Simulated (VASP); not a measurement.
# InGa2N3 (Pmmm) in VASP: single point with PBE

Aim: the single point of InGa2N3 with PBE.

Program: VASP 6.6.1. These are calculated values, not measurements. Logs are shortened: lines on timing, memory, paths and dates and some standing lists are left out, and cuts for length are marked.

### Step 1. The cell of the first run

It takes space group Pmmm (No. 47, orthorhombic). The conventional cell has a = 3.685 Å, b = 4.080 Å, c = 6.727 Å, α = 90.00°, β = 90.00°, γ = 90.00°. In (site symmetry mmm) has 4 Ga at 2.86 Å and 2 N at 3.36 Å and 2 In at 3.69 Å within 3.8 Å. Within 2.9 Å of Ga (site symmetry mm2) lie 6 N at 2.19 to 2.55 Å and 1 Ga at 2.36 Å and 2 In at 2.86 Å. Within 2.3 Å of N (site symmetry 2mm) lie 4 N at 1.76 to 2.22 Å. N (site symmetry mmm) has 4 Ga at 2.19 Å and 4 N at 2.22 Å within 2.9 Å.

The cell was built from a structure type or drawn by symmetry, and may not be a known phase.

### Step 2. Single point, PBE, collinear spin, ferromagnetic start

The input, INCAR:

```
SYSTEM = InGa2N3
PREC = Accurate
ENCUT = 520
EDIFF = 1E-6
ISMEAR = 0
SIGMA = 0.1
LREAL = .False.
LASPH = .True.
NELM = 150
ALGO = Normal
ISIF = 2
LWAVE = .False.
LCHARG = .False.
ISPIN = 2
MAGMOM = 0 0 0 1 1 1
LORBIT = 11
GGA = PE
NBANDS = 40
```

The input, KPOINTS:

```
Automatic mesh
0
Gamma
  6 4 4
  0 0 0
```

The input, POSCAR:

```
InGa2N3
1.0
    3.6854971900      0.0000000000      0.0000000000
    0.0000000000      4.0801459300      0.0000000000
    0.0000000000      0.0000000000      6.7271794600
In Ga N
1 2 3
Direct
    0.0000000000      0.5000000000      0.0000000000
    0.5000000000      0.5000000000      0.6754638800
    0.5000000000      0.5000000000      0.3245361200
    0.2389051300      0.0000000000      0.5000000000
    0.7610948700      0.0000000000      0.5000000000
    0.0000000000      0.5000000000      0.5000000000
```

Potentials or basis: VASP PAW PBE potentials, release 64 (In_d, Ga_d, N).

On the command line:

```console
cat potpaw_PBE.64/In_d/POTCAR potpaw_PBE.64/Ga_d/POTCAR potpaw_PBE.64/N/POTCAR > POTCAR
mpirun -np 1 vasp_std > vasp.out
```

OUTCAR:

```text
SYSTEM = InGa2N3
   PREC = Accurate
   ENCUT = 520
   EDIFF = 1E-6
   ISMEAR = 0
   LREAL = .False.
   LASPH = .True.
   NELM = 150
   ISIF = 2
   ISPIN = 2
   LORBIT = 11
   GGA = PE

 ion  position               nearest neighbor table
   1  0.000  0.500  0.000-   2 2.86   3 2.86   2 2.86   3 2.86
   2  0.500  0.500  0.675-   6 2.19   6 2.19   3 2.36   1 2.86   1 2.86
   3  0.500  0.500  0.325-   6 2.19   6 2.19   2 2.36   1 2.86   1 2.86
   4  0.239  0.000  0.500-   5 1.76
   5  0.761  0.000  0.500-   4 1.76
   6  0.000  0.500  0.500-   2 2.19   3 2.19   2 2.19   3 2.19

  LATTYP: Found a simple orthorhombic cell.
 ALAT       =     3.6854971900
 B/A-ratio  =     1.1070815468
 C/A-ratio  =     1.8253112438

  Lattice vectors:

 A1 = (   3.6854971900,   0.0000000000,   0.0000000000)
 A2 = (   0.0000000000,   4.0801459300,   0.0000000000)
 A3 = (   0.0000000000,   0.0000000000,   6.7271794600)

Analysis of symmetry for initial positions (statically):
=====================================================================
 Subroutine PRICEL returns:
 Original cell was already a primitive cell.

 Routine SETGRP: Setting up the symmetry group for a
 simple orthorhombic supercell.

 Subroutine GETGRP returns: Found  8 space group operations
 (whereof  8 operations were pure point group operations)
 out of a pool of  8 trial point group operations.

The static configuration has the point symmetry D_2h.

Analysis of symmetry for dynamics (positions and initial velocities):
=====================================================================
 Subroutine PRICEL returns:
 Original cell was already a primitive cell.

 Routine SETGRP: Setting up the symmetry group for a
 simple orthorhombic supercell.

 Subroutine GETGRP returns: Found  8 space group operations
 (whereof  8 operations were pure point group operations)
 out of a pool of  8 trial point group operations.

The dynamic configuration has the point symmetry D_2h.

Analysis of structural, dynamic, and magnetic symmetry:
=====================================================================
 Subroutine PRICEL returns:
 Original cell was already a primitive cell.

 Routine SETGRP: Setting up the symmetry group for a
 simple orthorhombic supercell.

 Subroutine GETGRP returns: Found  8 space group operations
 (whereof  8 operations were pure point group operations)
 out of a pool of  8 trial point group operations.

The overall configuration has the point symmetry D_2h.

 Subroutine INISYM returns: Found  8 space group operations
 (whereof  8 operations are pure point group operations),
 and found     1 'primitive' translations

----------------------------------------------------------------------------------------

                                     Primitive cell

  volume of cell :     101.1591

  direct lattice vectors                    reciprocal lattice vectors
     3.685497190  0.000000000  0.000000000     0.271333812  0.000000000  0.000000000
     0.000000000  4.080145930  0.000000000     0.000000000  0.245089273  0.000000000
     0.000000000  0.000000000  6.727179460     0.000000000  0.000000000  0.148650710

  length of vectors
     3.685497190  4.080145930  6.727179460     0.271333812  0.245089273  0.148650710

  position of ions in fractional coordinates (direct lattice)
     0.000000000  0.500000000  0.000000000
     0.500000000  0.500000000  0.675463880
     0.500000000  0.500000000  0.324536120
     0.238905130  0.000000000  0.500000000
     0.761094870  0.000000000  0.500000000
     0.000000000  0.500000000  0.500000000

  ion indices of the primitive-cell ions
   primitive index   ion index
                 1           1
                 2           2
                 3           3
                 4           4
                 5           5
                 6           6

----------------------------------------------------------------------------------------
[... 29 lines left out ...]
  0.333333  0.000000  0.000000      2.000000
  0.500000  0.000000  0.000000      1.000000
  0.000000  0.250000  0.000000      2.000000
  0.166667  0.250000  0.000000      4.000000
[... 16 lines left out ...]
  0.333333  0.500000  0.250000      4.000000
  0.500000  0.500000  0.250000      2.000000
 [... further k-points ...]
   k-points           NKPTS =     36   k-points in BZ     NKDIM =     36   number of bands    NBANDS=     40
   number of dos      NEDOS =    301   number of ions     NIONS =      6
   total plane-waves  NPLWV =  42000
   dimension x,y,z NGX =    28 NGY =   30 NGZ =   50
   dimension x,y,z NGXF=    56 NGYF=   60 NGZF=  100
   ions per type =               1   2   3
   NGX,Y,Z   is equivalent  to a cutoff of  12.63, 12.22, 12.36 a.u.
   NGXF,Y,Z  is equivalent  to a cutoff of  25.26, 24.45, 24.71 a.u.
 SYSTEM =  InGa2N3
   PREC   = accura    normal or accurate (medium, high low for compatibility)
   ISTART =      0    job   : 0-new  1-cont  2-samecut
   ICHARG =      2    charge: 1-file 2-atom 10-const
   ISPIN  =      2    spin polarized calculation?
   LNONCOLLINEAR =      F non collinear calculations
   LSORBIT =      F    spin-orbit coupling
   LASPH  =      T    aspherical Exc in radial PAW
   ENCUT  =  520.0 eV  38.22 Ry    6.18 a.u.   6.85  7.59 12.51*2*pi/ulx,y,z
   NELM   =    150;   NELMIN=  2; NELMDL= -5     # of ELM steps
   EDIFF  = 0.1E-05   stopping-criterion for ELM
   LREAL  =      F    real-space projection
   EDIFFG = 0.1E-04   stopping-criterion for IOM
   NSW    =      0    number of steps for IOM
   IBRION =     -1    ionic relax: 0-MD 1-quasi-New 2-CG
   NFREE  =      0    steps in history (QN), initial steepest desc. (CG)
   ISIF   =      2    stress and relaxation
   ISYM   =      2    0-nonsym 1-usesym 2-fastsym
   POTIM  = 0.5000    time-step for ionic-motion
   TEBEG  =    0.0;   TEEND  =   0.0 temperature during run
   PSTRESS=    0.0 pullay stress
   NELECT =      54.0000    total number of electrons
   NUPDOWN=      -1.0000    fix difference up-down
   EMIN   =  10.00;   EMAX   =-10.00  energy-range for DOS
   EFERMI =   0.00;   METHOD = LEGACY
   ISMEAR =     0;   SIGMA  =   0.10  broadening in eV -4-tet -1-fermi 0-gaus
   EFERMI_NEDOS =   21; number of points for ismear=-14 and -15
   IALGO  =     38    algorithm
   IMIX   =      4    mixing-type and parameters
     AMIX     =   0.40;   BMIX     =  1.00
     AMIX_MAG =   1.60;   BMIX_MAG =  1.00
  volume/ion in A,a.u.               =      16.86       113.78
  Fermi-wavevector in a.u.,A,eV,Ry     =   1.328020  2.509593 23.995725  1.763636
  Thomas-Fermi vector in A             =   2.457288
   LORBIT       =     11    0 simple, 1 ext, 2 COOP (PROOUT), +10 PAW based schemes
   GGA     = PE    functional components
   LHFCALC =     F    Hartree Fock is set to
   AEXX    =    0.0000 exact exchange contribution
   IVDW    =     0    specifies the selected vdW correction
   LEPSILON=     F    determine dielectric tensor
   LRPA    =     F    only Hartree local field effects (RPA)
 spin polarized calculation
 Gauss-broadening in eV      SIGMA  =   0.10
  energy-cutoff  :      520.00
  volume of cell :      101.16
 maximum number of plane-waves:      2754
 NGX is ok and might be reduce to    28
   NGX = 13   NGY = 15   NGZ = 25

 number of electron      53.9999986 magnetization       0.0028856

 Free energy of the ion-electron system (eV)
  ---------------------------------------------------
  ext. energy  EPLUGINS =         0.00000000
  ---------------------------------------------------
  free energy    TOTEN  =       -23.53469271 eV

  energy without entropy =      -23.52152423  energy(sigma->0) =      -23.52810847

 E-fermi :   4.4141     XC(G=0):  -9.9808

 val. band max:        4.4130248791   @ k =   0.5000   0.2500   0.5000
 cond. band min:       4.4166630817   @ k =   0.5000   0.2500   0.5000
 fundamental gap:      0.0036382026
 Fermi energy:         4.4140651418

 spin component 1

 k-point     1 :       0.0000    0.0000    0.0000
  band No.  band energies     occupation
      1     -13.2930      1.00000
      2     -10.8499      1.00000
      3     -10.7137      1.00000
      4     -10.6420      1.00000
      5     -10.5770      1.00000
      6     -10.4670      1.00000
[... 997 lines left out ...]
     38      12.4140      0.00000
     39      12.6367      0.00000

 [... further k-points ...]

 spin component 2

 k-point     1 :       0.0000    0.0000    0.0000
  band No.  band energies     occupation
      1     -13.2916      1.00000
      2     -10.8498      1.00000
      3     -10.7136      1.00000
      4     -10.6420      1.00000
      5     -10.5770      1.00000
      6     -10.4670      1.00000
[... 997 lines left out ...]
     38      12.4140      0.00000
     39      12.6370      0.00000

 [... further k-points ...]

 [bands above 39 left out]

------------------------ aborting loop because EDIFF is reached ----------------------------------------

  FORCE on cell =-STRESS in cart. coord.  units (eV):
  Direction    XX          YY          ZZ          XY          YZ          ZX
  --------------------------------------------------------------------------------------
  -------------------------------------------------------------------------------------
  Total       -8.0045296      0.6548999      7.7731370      0.0000000      0.0000000      0.0000000
  in kB     -126.7773304     10.3724344    123.1124886      0.0000000      0.0000000      0.0000000
  external PRESSURE =       2.2358642 kB  Pullay stress =       0.0000000 kB

 VOLUME and BASIS-vectors are now :
 -----------------------------------------------------------------------------
  energy-cutoff  :      520.00
  volume of cell :      101.16
      direct lattice vectors                 reciprocal lattice vectors
     3.685497190  0.000000000  0.000000000     0.271333812  0.000000000  0.000000000
     0.000000000  4.080145930  0.000000000     0.000000000  0.245089273  0.000000000
     0.000000000  0.000000000  6.727179460     0.000000000  0.000000000  0.148650710

 POSITION                                       TOTAL-FORCE (eV/Angst)
 -----------------------------------------------------------------------------------
      0.00000      2.04007      0.00000         0.000000      0.000000      0.000000
      1.84275      2.04007      4.54397         0.000000      0.000000      1.797929
      1.84275      2.04007      2.18321         0.000000      0.000000     -1.797929
      0.88048      0.00000      3.36359        -2.444500      0.000000      0.000000
      2.80501      0.00000      3.36359         2.444500     -0.000000      0.000000
      0.00000      2.04007      3.36359         0.000000      0.000000      0.000000
 -----------------------------------------------------------------------------------
    total drift:                                0.000000      0.000000     -0.000000

  FREE ENERGIE OF THE ION-ELECTRON SYSTEM (eV)
  ---------------------------------------------------
  free  energy   TOTEN  =       -23.5346927092 eV

  energy  without entropy=      -23.5215242316  energy(sigma->0) =      -23.52810847

 total charge

# of ion       s       p       d       tot
------------------------------------------
    1        1.035   0.434   9.852  11.321
    2        0.974   0.564  10.018  11.556
    3        0.974   0.564  10.018  11.556
    4        1.372   2.017   0.000   3.389
    5        1.372   2.017   0.000   3.389
    6        1.351   2.152   0.000   3.502
--------------------------------------------------
tot          7.076   7.748  29.888  44.712

 magnetization (x)

# of ion       s       p       d       tot
------------------------------------------
    1        0.000  -0.000   0.000   0.000
    2        0.000  -0.000   0.000   0.000
    3        0.000  -0.000   0.000   0.000
    4        0.000   0.001   0.000   0.001
    5        0.000   0.001   0.000   0.001
    6        0.000  -0.000   0.000  -0.000
--------------------------------------------------
tot          0.000   0.002   0.000   0.002
```

Run time: 3 min. Hardware: 1 thread of Intel Xeon 6975P-C (Granite Rapids), shared host; peak memory 0.37 GiB.

Results:

```yaml
Free_energy: -23.5347 eV
Pressure: 0.2 GPa
Largest_force: 2.445 eV/Å
Band_gap_on_the_k_mesh: zero (filled and empty bands overlap)
Net_moment: 0.00 μB per cell
Valence_electrons_inside_the_program's_atomic_spheres: In 11.32; Ga 11.56; N 3.39, 3.50 (each value once)
```

Forces on the atoms (eV/Å):
```
In   0.000  0.000  0.000
Ga   0.000  0.000  1.798
Ga   0.000  0.000 -1.798
N   -2.445  0.000  0.000
N    2.445  0.000  0.000
N    0.000  0.000  0.000
```

Stress tensor (GPa, compression positive):
```
-12.68   0.00   0.00
  0.00   1.04   0.00
  0.00   0.00  12.31
```

Caveat: the k points lie up to 0.38 Å⁻¹ apart, too coarse for converged energies and pressures of a metal; spin-orbit coupling is left out, which moves the levels of the heavy elements; forces of over 1 eV/Å act on the atoms, so gaps and moduli don't describe the material at rest.
